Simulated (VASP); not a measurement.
## Al: single point with PBE

The system is Al.

```xyz
1
Lattice="0.0000 2.0240 2.0543 2.0240 0.0000 2.0543 2.0240 2.0240 0.0000" Properties=species:S:1:pos:R:3 pbc="T T T"
Al    0.0000    0.0000    0.0000
```

This cell differs from its parent crystal: strain +0.0150 x Voigt [0, 0, 1, 0, 0, 0].

- Program: VASP 6.6.1
- Task: single point
- Functional: PBE
- Potentials or basis: VASP PAW PBE potentials, release 64 (Al)
- Cutoff: 520 eV
- k mesh: 20 × 20 × 20
- Occupations: gaussian, width 0.15 eV
- Spin: no spin polarisation

```
Pressure : -1.5 GPa
```

Stress tensor (GPa, compression positive):
```
-1.38  0.00  0.00
 0.00 -1.38  0.00
 0.00  0.00 -1.83
```

Levels at points of the mesh, in eV from the Fermi level:
| k point | band 1 | band 2 | band 3 | band 4 |
| --- | --- | --- | --- | --- |
| (0.00, 0.00, 0.00) | -11.04 | 12.36 | 12.53 | 12.53 |
| (0.50, 0.00, 0.00) | -4.55 | -4.39 | 10.97 | 11.16 |
| (0.50, 0.50, 0.00) | -3.05 | -1.84 | 5.32 | 5.64 |
| (0.50, 0.00, 0.50) | -2.85 | -1.54 | 5.16 | 5.32 |

It took 21 s on 1 thread of Intel(R) Xeon(R) 6975P-C (Granite Rapids) (shared host), peak memory 0.19 GiB.

Caveat: the cell differs from its parent crystal (strain +0.0150 x Voigt [0, 0, 1, 0, 0, 0]).
